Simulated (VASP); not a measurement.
Write the native input for VASP 6.6.1 that does the following.

```yaml
Task: single point
Functional: LDA
Potentials_or_basis: VASP PAW LDA potentials, release 64 (Fe)
Cutoff: 520 eV
k_mesh: 13 × 13 × 13
Occupations: fermi-dirac, width 0.1 eV
Spin: no spin polarisation
Dipole_correction: no
Further_INCAR_settings: ALGO = Normal; EDIFF = 1e-06; NBANDS = 15
```

The structure of Fe lies in POSCAR:

```
Fe
1.0
    0.0000000000      2.4696419147      2.4696419147
    2.4696419147      0.0000000000      2.4696419147
    2.4696419147      2.4696419147      0.0000000000
Fe
2
Direct
    0.1250000000      0.1250000000      0.1250000000
    0.8750000000      0.8750000000      0.8750000000
```

This cell differs from its parent crystal: volume scaled by 1.12.

These files were run (other wordings do the same):

INCAR

```
SYSTEM = Fe
ALGO     = Normal         ! electronic algorithm
EDIFF    = 1E-6           ! SCF threshold, eV
ENCUT    = 520            ! plane-wave cutoff, eV
ISIF     = 2              ! what is computed and relaxed
ISMEAR   = -1             ! smearing method
LASPH    = .TRUE.         ! aspherical terms in the spheres
LCHARG   = .FALSE.        ! write CHGCAR
LREAL    = .FALSE.        ! projectors in reciprocal space
LWAVE    = .FALSE.        ! write WAVECAR
NBANDS   = 15             ! bands
NELM     = 100            ! most SCF steps
PREC     = Accurate       ! precision mode
SIGMA    = 0.1            ! smearing width, eV
```

KPOINTS

```
k-points
0
G
  13 13 13
  0 0 0
```

Potentials or basis: VASP PAW LDA potentials, release 64 (Fe).

Run with:

```sh
$ cat potpaw_LDA.64/Fe/POTCAR > POTCAR
$ mpirun -np 1 vasp_std > vasp.out
```

Results of the run:

```yaml
Pressure: -17.6 GPa
Band_gap_on_the_k_mesh: zero (band 8 reaches 3.39 eV, above the bottom of band 9 at 2.63 eV)
```

Caveat: the run has no spin polarisation, though such a crystal can be magnetic.

It took 15 s on 1 thread of Intel(R) Xeon(R) 6975P-C (Granite Rapids), on a shared host, peak memory 0.16 GiB.
